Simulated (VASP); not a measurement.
Sr, 1 atom in the cell. The structure is tetragonal, space group I4/mmm (No. 139). The conventional cell has a = 4.850 Å, b = 4.850 Å, c = 5.044 Å, α = 90.00°, β = 90.00°, γ = 90.00°. Sr (site symmetry 4/mmm) has 14 Sr at 4.26 to 5.04 Å within 5.6 Å.  This cell differs from its parent crystal: strain +0.000 along x and y, +0.040 along z.

| Property | Result |
| --- | --- |
| Program | VASP 6.6.1 |
| Task | single point |
| Functional | r2SCAN |
| Potentials or basis | VASP PAW PBE potentials, release 64 (Sr_sv) |
| Cutoff | 520 eV |
| k mesh | 14 × 14 × 14 |
| Occupations | gaussian, width 0.15 eV |
| Spin | no spin polarisation |
| Dipole correction | no |
| Further INCAR settings | ALGO = Normal; EDIFF = 1e-07; NBANDS = 11 |

Potentials or basis: VASP PAW PBE potentials, release 64 (Sr_sv).

Launch:

```bash
$ cat potpaw_PBE.64/Sr_sv/POTCAR > POTCAR
$ cp INCAR.step1 INCAR
$ mpirun -np 1 vasp_std > vasp.out
$ cp INCAR.step2 INCAR
$ mpirun -np 1 vasp_std > vasp.out
```

Hardware: 1 thread of Intel(R) Xeon(R) 6975P-C (Granite Rapids) (shared host).

Task: How long does it take, and how much memory?

Result: It took 2.5 min on 1 thread of Intel(R) Xeon(R) 6975P-C (Granite Rapids) (shared host), peak memory 0.3 GiB. Counts: k points 244.
